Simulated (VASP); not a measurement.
Set up this calculation in VASP 6.6.1, as the native input.

```yaml
Task: relaxation of cell and atoms
Functional: PBE
Potentials_or_basis: VASP PAW PBE potentials, release 64 (Bi_d)
Cutoff: 600 eV
k_mesh: 6 × 6 × 6
Occupations: fermi-dirac, width 0.05 eV
Spin: no spin polarisation
Dipole_correction: no
Further_INCAR_settings: ALGO = Normal; EDIFF = 1e-07; IBRION = 2; EDIFFG = -0.01; NSW = 100; ISIF = 3
```

The structure of Bi lies in POSCAR:

```
Bi
1.0
    2.2675000000      1.3091417354      3.9380000000
   -2.2675000000      1.3091417354      3.9380000000
    0.0000000000     -2.6182834708      3.9380000000
Bi
2
Direct
    0.2265312100      0.2274869400      0.2403358500
    0.7688458000      0.7901793900      0.7739823800
```

The input as run:

INCAR

```
SYSTEM = Bi
  ALGO = Normal
  EDIFF = 1E-7
  EDIFFG = -0.01
  ENCUT = 600
  GGA = PE
  IBRION = 2
  ISIF = 3
  ISMEAR = -1
  LASPH = .TRUE.
  LCHARG = .FALSE.
  LREAL = .FALSE.
  LWAVE = .FALSE.
  NELM = 100
  NSW = 100
  PREC = Accurate
  SIGMA = 0.05
```

KPOINTS

```
k-points
0
G
  6 6 6
  0 0 0
```

Potentials or basis: VASP PAW PBE potentials, release 64 (Bi_d).

The run is started by

```console
$ cat potpaw_PBE.64/Bi_d/POTCAR > POTCAR
$ mpirun -np 1 vasp_std > vasp.out
```

Results of the run:

```json
{
  "Relaxed volume": "36.99 Å³/atom",
  "Relaxed cell": "a = 4.837 Å, b = 4.887 Å, c = 4.825 Å, α = 56.35°, β = 56.63°, γ = 56.27°",
  "Space group after relaxing (to 0.05 Å)": "C2/m (No. 12)",
  "Energy gained by relaxing": "63.1 meV/atom",
  "Ionic steps": "11",
  "Pressure after relaxing": "0.0 GPa",
  "Largest force after relaxing": "0.004 eV/Å",
  "Band gap on the k mesh": "zero (band 15 reaches 5.78 eV, above the bottom of band 16 at 5.58 eV)"
}
```

Caveat: spin-orbit coupling is left out, which moves the levels of the heavy elements.

Run time: 18 min on 1 thread of AMD EPYC 7R13 Processor (Zen 3), on a shared host, peak memory 0.32 GiB.
